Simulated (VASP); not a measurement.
# LiH (Fm-3m) in VASP: a series of runs, part 2 of 2

VASP 6.6.1. The steps go on from the part before.

## Step 3: Single point, PBE

Contents of INCAR:

```
SYSTEM = LiH
  ALGO = Normal
  EDIFF = 1E-6
  ENCUT = 750
  GGA = PE
  GGA_COMPAT = .False.
  ISIF = 2
  ISMEAR = 0
  LASPH = .True.
  LCHARG = .False.
  LREAL = .False.
  LWAVE = .False.
  NBANDS = 9
  NELM = 120
  PREC = Accurate
  SIGMA = 0.02
```

Contents of KPOINTS:

```
k-points
0
Gamma
  10 10 10
  0 0 0
```

Contents of POSCAR:

```
LiH
1.0
    0.0000000000      2.0031114870      2.0031114870
    2.0031114870      0.0000000000      2.0031114870
    2.0031114870      2.0031114870      0.0000000000
Li H
1 1
Direct
    0.0000000000      0.0000000000      0.0000000000
    0.5000000000      0.5000000000      0.5000000000
```

Potentials or basis: VASP PAW PBE potentials, release 64 (Li_sv, H).

The run is started by

```bash
$ cat potpaw_PBE.64/Li_sv/POTCAR potpaw_PBE.64/H/POTCAR > POTCAR
$ mpirun -np 1 vasp_std > vasp.out
```

OUTCAR:

```text
SYSTEM = LiH
   EDIFF = 1E-6
   ENCUT = 750
   GGA = PE
   ISIF = 2
   ISMEAR = 0
   LASPH = .True.
   LREAL = .False.
   NELM = 120
   PREC = Accurate

 ion  position               nearest neighbor table
   1  0.000  0.000  0.000-
   2  0.500  0.500  0.500-

  LATTYP: Found a face centered cubic cell.
 ALAT       =     4.0062229740

  Lattice vectors:

 A1 = (   0.0000000000,   2.0031114870,   2.0031114870)
 A2 = (   2.0031114870,   0.0000000000,   2.0031114870)
 A3 = (   2.0031114870,   2.0031114870,   0.0000000000)

Analysis of symmetry for initial positions (statically):
=====================================================================
 Subroutine PRICEL returns:
 Original cell was already a primitive cell.

 Routine SETGRP: Setting up the symmetry group for a
 face centered cubic supercell.

 Subroutine GETGRP returns: Found 48 space group operations
 (whereof 48 operations were pure point group operations)
 out of a pool of 48 trial point group operations.

The static configuration has the point symmetry O_h .

Analysis of symmetry for dynamics (positions and initial velocities):
=====================================================================
 Subroutine PRICEL returns:
 Original cell was already a primitive cell.

 Routine SETGRP: Setting up the symmetry group for a
 face centered cubic supercell.

 Subroutine GETGRP returns: Found 48 space group operations
 (whereof 48 operations were pure point group operations)
 out of a pool of 48 trial point group operations.

The dynamic configuration has the point symmetry O_h .

 Subroutine INISYM returns: Found 48 space group operations
 (whereof 48 operations are pure point group operations),
 and found     1 'primitive' translations

----------------------------------------------------------------------------------------

                                     Primitive cell

  volume of cell :      16.0748

  direct lattice vectors                    reciprocal lattice vectors
     0.000000000  2.003111487  2.003111487    -0.249611668  0.249611668  0.249611668
     2.003111487  0.000000000  2.003111487     0.249611668 -0.249611668  0.249611668
     2.003111487  2.003111487  0.000000000     0.249611668  0.249611668 -0.249611668

  length of vectors
     2.832827432  2.832827432  2.832827432     0.432340092  0.432340092  0.432340092

  position of ions in fractional coordinates (direct lattice)
     0.000000000  0.000000000  0.000000000
     0.500000000  0.500000000  0.500000000

  ion indices of the primitive-cell ions
   primitive index   ion index
                 1           1
                 2           2

----------------------------------------------------------------------------------------

 KPOINTS: k-points

Automatic generation of k-mesh.
 Grid dimensions read from file:
 generate k-points for:   10   10   10

 Generating k-lattice:

  Cartesian coordinates                     Fractional coordinates (reciprocal lattice)
    -0.024961167  0.024961167  0.024961167     0.100000000  0.000000000  0.000000000
     0.024961167 -0.024961167  0.024961167     0.000000000  0.100000000  0.000000000
     0.024961167  0.024961167 -0.024961167     0.000000000  0.000000000  0.100000000

  Length of vectors
     0.043234009  0.043234009  0.043234009

  Shift w.r.t. Gamma in fractional coordinates (k-lattice)
     0.000000000  0.000000000  0.000000000

 Subroutine IBZKPT returns following result:
 ===========================================

 Found     47 irreducible k-points:

 Following reciprocal coordinates:
            Coordinates               Weight
  0.000000  0.000000  0.000000      1.000000
  0.100000  0.000000  0.000000      8.000000
  0.200000  0.000000  0.000000      8.000000
  0.300000  0.000000  0.000000      8.000000
  0.400000  0.000000  0.000000      8.000000
  0.500000  0.000000  0.000000      4.000000
[... 16 lines left out ...]
  0.300000  0.300000  0.000000      6.000000
  0.400000  0.300000  0.000000     24.000000
 [... further k-points ...]
   k-points           NKPTS =     47   k-points in BZ     NKDIM =     47   number of bands    NBANDS=      9
   number of dos      NEDOS =    301   number of ions     NIONS =      2
   total plane-waves  NPLWV =  21952
   dimension x,y,z NGX =    28 NGY =   28 NGZ =   28
   dimension x,y,z NGXF=    56 NGYF=   56 NGZF=   56
   ions per type =               1   1
   NGX,Y,Z   is equivalent  to a cutoff of  16.43, 16.43, 16.43 a.u.
   NGXF,Y,Z  is equivalent  to a cutoff of  32.86, 32.86, 32.86 a.u.
 SYSTEM =  LiH
   PREC   = accura    normal or accurate (medium, high low for compatibility)
   ISTART =      0    job   : 0-new  1-cont  2-samecut
   ICHARG =      2    charge: 1-file 2-atom 10-const
   ISPIN  =      1    spin polarized calculation?
   LNONCOLLINEAR =      F non collinear calculations
   LSORBIT =      F    spin-orbit coupling
   LASPH  =      T    aspherical Exc in radial PAW
   ENCUT  =  750.0 eV  55.12 Ry    7.42 a.u.   6.33  6.33  6.33*2*pi/ulx,y,z
   NELM   =    120;   NELMIN=  2; NELMDL= -5     # of ELM steps
   EDIFF  = 0.1E-05   stopping-criterion for ELM
   LREAL  =      F    real-space projection
   EDIFFG = 0.1E-04   stopping-criterion for IOM
   NSW    =      0    number of steps for IOM
   IBRION =     -1    ionic relax: 0-MD 1-quasi-New 2-CG
   NFREE  =      0    steps in history (QN), initial steepest desc. (CG)
   ISIF   =      2    stress and relaxation
   ISYM   =      2    0-nonsym 1-usesym 2-fastsym
   POTIM  = 0.5000    time-step for ionic-motion
   TEBEG  =    0.0;   TEEND  =   0.0 temperature during run
   PSTRESS=    0.0 pullay stress
   NELECT =       4.0000    total number of electrons
   NUPDOWN=      -1.0000    fix difference up-down
   EMIN   =  10.00;   EMAX   =-10.00  energy-range for DOS
   EFERMI =   0.00;   METHOD = LEGACY
   ISMEAR =     0;   SIGMA  =   0.02  broadening in eV -4-tet -1-fermi 0-gaus
   EFERMI_NEDOS =   21; number of points for ismear=-14 and -15
   IALGO  =     38    algorithm
   IMIX   =      4    mixing-type and parameters
     AMIX     =   0.40;   BMIX     =  1.00
     AMIX_MAG =   1.60;   BMIX_MAG =  1.00
  volume/ion in A,a.u.               =       8.04        54.24
  Fermi-wavevector in a.u.,A,eV,Ry     =   1.029706  1.945861 14.426168  1.060293
  Thomas-Fermi vector in A             =   2.163767
   LORBIT       =      0    0 simple, 1 ext, 2 COOP (PROOUT), +10 PAW based schemes
   GGA     = PE    functional components
   LHFCALC =     F    Hartree Fock is set to
   AEXX    =    0.0000 exact exchange contribution
   IVDW    =     0    specifies the selected vdW correction
   LEPSILON=     F    determine dielectric tensor
   LRPA    =     F    only Hartree local field effects (RPA)
 non-spin polarized calculation
 Gauss-broadening in eV      SIGMA  =   0.02
  energy-cutoff  :      750.00
  volume of cell :       16.07
 maximum number of plane-waves:       763
 NGX is ok and might be reduce to    28
   NGX = 13   NGY = 13   NGZ = 13

 number of electron       4.0000001 magnetization

 Free energy of the ion-electron system (eV)
  ---------------------------------------------------
  ext. energy  EPLUGINS =         0.00000000
  ---------------------------------------------------
  free energy    TOTEN  =        -6.12688001 eV

  energy without entropy =       -6.12688001  energy(sigma->0) =       -6.12688001

 E-fermi :   0.3679     XC(G=0):  -8.5185

 val. band max:        0.0955610007   @ k =   0.5000   0.5000   0.0000
 cond. band min:       3.0756833906   @ k =   0.5000   0.5000   0.0000
 fundamental gap:      2.9801223899
 Fermi energy:         0.3679293580

 k-point     1 :       0.0000    0.0000    0.0000
  band No.  band energies     occupation
      1     -44.1831      2.00000
      2      -5.3511      2.00000
      3      16.1977      0.00000
      4      18.0060      0.00000
      5      18.0060      0.00000
      6      18.0060      0.00000
      7      22.7246      0.00000
      8      22.7246      0.00000
      9      22.7246      0.00000

 k-point     2 :       0.1000    0.0000    0.0000
  band No.  band energies     occupation
      1     -44.1786      2.00000
      2      -5.1737      2.00000
      3      14.7260      0.00000
      4      17.0083      0.00000
      5      17.6167      0.00000
      6      17.6167      0.00000
      7      22.1562      0.00000
      8      23.5660      0.00000
      9      23.5660      0.00000
[... 253 lines left out ...]
 k-point    24 :       0.4000    0.3000    0.0000
  band No.  band energies     occupation
      1     -44.1340      2.00000
      2      -2.2261      2.00000
      3       6.7904      0.00000
      4      10.5796      0.00000
      5      11.9078      0.00000
      6      16.3398      0.00000
      7      17.6653      0.00000
      8      29.6992      0.00000
      9      30.1658      0.00000

 [... further k-points ...]
[... 5 lines left out ...]
  --------------------------------------------------------------------------------------
  -------------------------------------------------------------------------------------
  Total       -0.0176291     -0.0176291     -0.0176291      0.0000000     -0.0000000     -0.0000000
  in kB       -1.7570961     -1.7570961     -1.7570961      0.0000000     -0.0000000     -0.0000000
  external PRESSURE =      -1.7570961 kB  Pullay stress =       0.0000000 kB

 VOLUME and BASIS-vectors are now :
 -----------------------------------------------------------------------------
  energy-cutoff  :      750.00
  volume of cell :       16.07
      direct lattice vectors                 reciprocal lattice vectors
     0.000000000  2.003111487  2.003111487    -0.249611668  0.249611668  0.249611668
     2.003111487  0.000000000  2.003111487     0.249611668 -0.249611668  0.249611668
     2.003111487  2.003111487  0.000000000     0.249611668  0.249611668 -0.249611668

 POSITION                                       TOTAL-FORCE (eV/Angst)
 -----------------------------------------------------------------------------------
      0.00000      0.00000      0.00000         0.000000      0.000000      0.000000
      2.00311      2.00311      2.00311        -0.000000     -0.000000     -0.000000
 -----------------------------------------------------------------------------------
    total drift:                                0.000000      0.000000      0.000000

  FREE ENERGIE OF THE ION-ELECTRON SYSTEM (eV)
  ---------------------------------------------------
  free  energy   TOTEN  =        -6.1268800130 eV

  energy  without entropy=       -6.1268800130  energy(sigma->0) =       -6.12688001
```

stdout:

```text
POSCAR found type information on POSCAR LiH
 POSCAR found :  2 types and       2 ions
 scaLAPACK will be used
 LDA part: xc-table for (Slater+PW92), standard interpolation
 POSCAR, INCAR and KPOINTS ok, starting setup
 FFT: planning ... GRIDC
 FFT: planning ... GRID_SOFT
 FFT: planning ... GRID
 WAVECAR not read
 entering main loop
```

Run time: 9.4 s. Hardware: 1 thread of Intel Xeon Platinum 8259CL at 2.50GHz (Skylake/Cascade Lake), shared host; peak memory 0.15 GiB.

Results:

```
Free energy            : -6.1269 eV
Pressure               : -0.2 GPa
Band gap on the k mesh : 2.98 eV
```

Levels at points of the mesh, in eV from the valence-band top:
```
           k point  band 1  band 2  band 3  band 4  band 5  band 6
(0.00, 0.00, 0.00)  -44.28   -5.45   16.10   17.91   17.91   17.91
(0.50, 0.00, 0.00)  -44.23   -2.63    4.91   13.68   16.52   16.52
(0.50, 0.50, 0.00)  -44.22    0.00    2.98   10.83   10.83   13.99
```

A k mesh can miss the band edges. Expect the measured gap to be larger: semilocal functionals such as PBE lack the derivative discontinuity.

## Step 4: Relaxation of cell and atoms, PBE

This run uses another cell than the first one, of 8.14 Å³/atom.

Contents of INCAR:

```
SYSTEM = LiH
PREC = Accurate
ENCUT = 750
EDIFF = 1E-7
ISMEAR = 0
SIGMA = 0.02
LREAL = .FALSE.
LASPH = .TRUE.
NELM = 120
ALGO = Normal
ISIF = 3
LWAVE = .FALSE.
LCHARG = .FALSE.
GGA = PE
IBRION = 2
NSW = 50
EDIFFG = -0.003
GGA_COMPAT = .FALSE.
NELMIN = 4
```

Contents of KPOINTS:

```
regular mesh
0
G
  10 10 10
  0 0 0
```

Contents of POSCAR:

```
LiH
1.0
    0.0000000000      2.0118418598      2.0118418598
    2.0118418598      0.0000000000      2.0118418598
    2.0118418598      2.0118418598      0.0000000000
Li H
1 1
Direct
    0.0000000000      0.0000000000      0.0000000000
    0.5000000000      0.5000000000      0.5000000000
```

Potentials or basis: VASP PAW PBE potentials, release 64 (Li_sv, H).

The run is started by

```bash
$ cat potpaw_PBE.64/Li_sv/POTCAR potpaw_PBE.64/H/POTCAR > POTCAR
$ mpirun -np 1 vasp_std > vasp.out
```

OUTCAR:

```text
SYSTEM = LiH
   PREC = Accurate
   ENCUT = 750
   EDIFF = 1E-7
   ISMEAR = 0
   LREAL = .FALSE.
   LASPH = .TRUE.
   NELM = 120
   ISIF = 3
   GGA = PE
   IBRION = 2
   NSW = 50
   EDIFFG = -0.003
   NELMIN = 4

 ion  position               nearest neighbor table
   1  0.000  0.000  0.000-
   2  0.500  0.500  0.500-

  LATTYP: Found a face centered cubic cell.
 ALAT       =     4.0236837196

  Lattice vectors:

 A1 = (   0.0000000000,   2.0118418598,   2.0118418598)
 A2 = (   2.0118418598,   0.0000000000,   2.0118418598)
 A3 = (   2.0118418598,   2.0118418598,   0.0000000000)

Analysis of symmetry for initial positions (statically):
=====================================================================
 Subroutine PRICEL returns:
 Original cell was already a primitive cell.

 Routine SETGRP: Setting up the symmetry group for a
 face centered cubic supercell.

 Subroutine GETGRP returns: Found 48 space group operations
 (whereof 48 operations were pure point group operations)
 out of a pool of 48 trial point group operations.

The static configuration has the point symmetry O_h .

Analysis of symmetry for dynamics (positions and initial velocities):
=====================================================================
 Subroutine PRICEL returns:
 Original cell was already a primitive cell.

 Routine SETGRP: Setting up the symmetry group for a
 face centered cubic supercell.

 Subroutine GETGRP returns: Found 48 space group operations
 (whereof 48 operations were pure point group operations)
 out of a pool of 48 trial point group operations.

The dynamic configuration has the point symmetry O_h .

 Subroutine INISYM returns: Found 48 space group operations
 (whereof 48 operations are pure point group operations),
 and found     1 'primitive' translations

[... 118 lines left out ...]
   LORBIT       =      0    0 simple, 1 ext, 2 COOP (PROOUT), +10 PAW based schemes
   GGA     = PE    functional components
   LHFCALC =     F    Hartree Fock is set to
   AEXX    =    0.0000 exact exchange contribution
   IVDW    =     0    specifies the selected vdW correction
   LEPSILON=     F    determine dielectric tensor
   LRPA    =     F    only Hartree local field effects (RPA)
 conjugate gradient relaxation of ions
 non-spin polarized calculation
 Gauss-broadening in eV      SIGMA  =   0.02
  energy-cutoff  :      750.00
  volume of cell :       16.29
 maximum number of plane-waves:       769
 NGX is ok and might be reduce to    28
   NGX = 13   NGY = 13   NGZ = 13

--------------------------------------- Ionic step        1  -------------------------------------------

 number of electron       4.0000000 magnetization

 Free energy of the ion-electron system (eV)
  ---------------------------------------------------
  ext. energy  EPLUGINS =         0.00000000
  ---------------------------------------------------
  free energy    TOTEN  =        -6.12654388 eV

  energy without entropy =       -6.12654388  energy(sigma->0) =       -6.12654388

------------------------ aborting loop because EDIFF is reached ----------------------------------------

  FORCE on cell =-STRESS in cart. coord.  units (eV):
  Direction    XX          YY          ZZ          XY          YZ          ZX
  --------------------------------------------------------------------------------------
  -------------------------------------------------------------------------------------
  Total       -0.0634923     -0.0634923     -0.0634923      0.0000000      0.0000000      0.0000000
  in kB       -6.2462586     -6.2462586     -6.2462586      0.0000000      0.0000000      0.0000000
  external PRESSURE =      -6.2462586 kB  Pullay stress =       0.0000000 kB
[... 95 lines left out ...]
--------------------------------------- Ionic step        4  -------------------------------------------

 number of electron       4.0000001 magnetization

 Free energy of the ion-electron system (eV)
  ---------------------------------------------------
  ext. energy  EPLUGINS =         0.00000000
  ---------------------------------------------------
  free energy    TOTEN  =        -6.12710303 eV

  energy without entropy =       -6.12710303  energy(sigma->0) =       -6.12710303

 E-fermi :   0.3202     XC(G=0):  -8.5329

 val. band max:        0.1163399408   @ k =   0.5000   0.5000   0.0000
 cond. band min:       3.0933063161   @ k =   0.5000   0.5000   0.0000
 fundamental gap:      2.9769663753
 Fermi energy:         0.3201700229

 k-point     1 :       0.0000    0.0000    0.0000
  band No.  band energies     occupation
      1     -44.1575      2.00000
      2      -5.3473      2.00000
      3      16.2761      0.00000
      4      18.0726      0.00000
      5      18.0726      0.00000
      6      18.0726      0.00000
[... 199 lines left out ...]
 k-point    24 :       0.4000    0.3000    0.0000
  band No.  band energies     occupation
      1     -44.1076      2.00000
      2      -2.2155      2.00000
      3       6.8242      0.00000
      4      10.6214      0.00000
      5      11.9536      0.00000
      6      16.3999      0.00000

 [... further k-points ...]
[... 5 lines left out ...]
  --------------------------------------------------------------------------------------
  -------------------------------------------------------------------------------------
  Total        0.0001255      0.0001255      0.0001255      0.0000000     -0.0000000     -0.0000000
  in kB        0.0125666      0.0125666      0.0125666      0.0000000     -0.0000000     -0.0000000
  external PRESSURE =       0.0125666 kB  Pullay stress =       0.0000000 kB
[... 17 lines left out ...]
  FREE ENERGIE OF THE ION-ELECTRON SYSTEM (eV)
  ---------------------------------------------------
  free  energy   TOTEN  =        -6.1271030296 eV

  energy  without entropy=       -6.1271030296  energy(sigma->0) =       -6.12710303

 reached required accuracy - stopping structural energy minimisation
```

OSZICAR:

```text
N       E                     dE             d eps       ncg     rms          rms(c)
DAV:   1    -0.628224375581E-01   -0.62822E-01   -0.17714E+03   564   0.784E+02
DAV:   2    -0.618491358308E+01   -0.61221E+01   -0.59879E+01   798   0.760E+01
DAV:   3    -0.636677200035E+01   -0.18186E+00   -0.18186E+00   690   0.123E+01
[... 27 lines left out ...]
DAV:   1    -0.612711188199E+01   -0.14599E-04   -0.28611E-04   726   0.169E-01    0.337E-02
DAV:   2    -0.612710704101E+01    0.48410E-05   -0.16594E-05   678   0.494E-02    0.208E-02
DAV:   3    -0.612710315765E+01    0.38834E-05   -0.63968E-06   996   0.174E-02    0.279E-03
DAV:   4    -0.612710293199E+01    0.22565E-06   -0.10666E-07   432   0.453E-03    0.828E-04
DAV:   5    -0.612710302956E+01   -0.97567E-07   -0.46986E-08   282   0.217E-03
   4 F= -.61271030E+01 E0= -.61271030E+01  d E =-.559152E-03
```

CONTCAR:

```text
LiH
   1.00000000000000
     0.0000000000000000    2.0001365607566202    2.0001365607566202
     2.0001365607566202   -0.0000000000000000    2.0001365607566202
     2.0001365607566202    2.0001365607566202    0.0000000000000000
  Li              H
     1     1
Direct
     1.0000000000000000    0.0000000000000000    1.0000000000000000
     0.5000000000000000    0.5000000000000000    0.5000000000000000

  0.00000000E+00  0.00000000E+00  0.00000000E+00
  0.00000000E+00  0.00000000E+00  0.00000000E+00
```

Wall time 18 s (1 thread of Intel Xeon Platinum 8259CL at 2.50GHz (Skylake/Cascade Lake), shared host); peak memory 0.15 GiB.

What came out:

```
Free energy                           : -6.1271 eV
Relaxed volume                        : 8.00 Å³/atom
Relaxed cell                          : a = 2.829 Å, b = 2.829 Å, c = 2.829 Å, α = 60.00°, β = 60.00°, γ = 60.00°
Space group after relaxing (to 0.1 Å) : Fm-3m (No. 225)
Energy gained by relaxing             : 0.3 meV/atom
Ionic steps                           : 4
Pressure after relaxing               : 0.0 GPa
Band gap on the k mesh                : 2.98 eV
```

The path:
```
step  energy change (eV)  largest force (eV/Å)  pressure (GPa)  volume (Å³)
   1              0.0000                0.0000           -0.62        16.29
   2             -0.0003                0.0000           -0.47        16.21
   3             -0.0006                0.0000           -0.07        16.03
   4             -0.0006                0.0000            0.00        16.00
```

Final structure:
```xyz
2
Lattice="0.0000 2.0001 2.0001 2.0001 0.0000 2.0001 2.0001 2.0001 0.0000" Properties=species:S:1:pos:R:3 pbc="T T T"
Li    2.0001    4.0003    2.0001
H     2.0001    2.0001    2.0001
```

A k mesh can miss the band edges. Expect the measured gap to be larger: semilocal functionals such as PBE lack the derivative discontinuity.
